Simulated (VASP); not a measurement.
WSe2 (d4): relaxation of cell and atoms with PBE+D4

WSe2 (d4):

```
W Se
1.0
     3.29000    0.00000    0.00000
    -1.64500    2.84922    0.00000
     0.00000    0.00000   12.97000
W Se
2 4
Cartesian
  0.0000 1.8995 3.2425
  1.6450 0.9497 9.7275
  0.0000 1.8995 8.0544
  1.6450 0.9497 1.5694
  0.0000 1.8995 11.4006
  1.6450 0.9497 4.9156
```

```yaml
Program: VASP 6.6.1
Task: relaxation of cell and atoms
Functional: PBE
Dispersion: D4
Potentials_or_basis: VASP PAW PBE potentials, release 64 (W_sv, Se)
Cutoff: 600 eV
k_mesh: 9 × 9 × 2
Occupations: gaussian, width 0.02 eV
Spin: no spin polarisation
Dipole_correction: no
Further_INCAR_settings: ALGO = Normal; EDIFF = 1e-07; IBRION = 2; EDIFFG = -0.002; NSW = 100; ISIF = 3
```

- Relaxed volume: 19.97 Å³/atom
- Relaxed cell: a = 3.281 Å, b = 3.281 Å, c = 12.852 Å, α = 90.00°, β = 90.00°, γ = 120.00°
- Space group after relaxing (to 0.05 Å): P6_3/mmc (No. 194)
- Energy gained by relaxing: 1.6 meV/atom
- Ionic steps: 18
- Pressure after relaxing: 0.0 GPa
- Band gap on the k mesh: 1.01 eV, indirect (least direct gap 1.57 eV)
- Dispersion energy per atom: -0.495 eV

The path:
| step | energy change (eV) | largest force (eV/Å) | pressure (GPa) | volume (Å³) |
| --- | --- | --- | --- | --- |
| 1 | 0.0000 | 0.2211 | 0.38 | 121.58 |
| 2 | 0.0016 | 0.1692 | -1.62 | 122.42 |
| 3 | -0.0038 | 0.0395 | -0.55 | 121.96 |
| 4 | -0.0058 | 0.0344 | -0.02 | 121.10 |
| 5 | -0.0058 | 0.0345 | -0.04 | 121.12 |
| 6 | -0.0068 | 0.0495 | 0.07 | 120.89 |
| 7 | -0.0082 | 0.0949 | 0.40 | 120.18 |
| 8 | -0.0086 | 0.0807 | 0.31 | 120.18 |
| 9 | -0.0094 | 0.0382 | 0.04 | 120.16 |
| 10 | -0.0090 | 0.0462 | -0.49 | 120.12 |
| 11 | -0.0095 | 0.0139 | -0.12 | 120.15 |
| 12 | -0.0096 | 0.0115 | -0.11 | 120.10 |
| 13 | -0.0097 | 0.0033 | -0.07 | 119.96 |
| 14 | -0.0098 | 0.0126 | 0.01 | 119.69 |
| 15 | -0.0098 | 0.0039 | -0.03 | 119.84 |
| 16 | -0.0098 | 0.0044 | -0.03 | 119.83 |
| 17 | -0.0098 | 0.0015 | 0.01 | 119.80 |
| 18 | -0.0098 | 0.0005 | 0.00 | 119.81 |

Final structure:
```
W Se
1.0
     3.28088    0.00000    0.00000
    -1.64044    2.84133    0.00000
     0.00000    0.00000   12.85227
W Se
2 4
Direct
  0.33333 0.66667 0.25000
  0.66667 0.33333 0.75000
  0.33333 0.66667 0.61872
  0.66667 0.33333 0.11872
  0.33333 0.66667 0.88128
  0.66667 0.33333 0.38128
```

Levels at points of the mesh, in eV from the valence-band top:
```tsv
k point	band 23	band 24	band 25	band 26	band 27	band 28	band 29	band 30
(0.00, 0.00, 0.00)	-1.43	-1.18	-0.99	0.00	2.65	2.65	2.70	2.71
(0.00, 0.00, 0.50)	-1.46	-1.46	-0.21	-0.21	2.65	2.65	2.65	2.65
```

It took 12 min on 1 thread of Intel(R) Xeon(R) 6975P-C (Granite Rapids), on a shared host, peak memory 0.37 GiB.

Caveat: spin-orbit coupling is left out, which moves the levels of the heavy elements. A k mesh can miss the band edges.
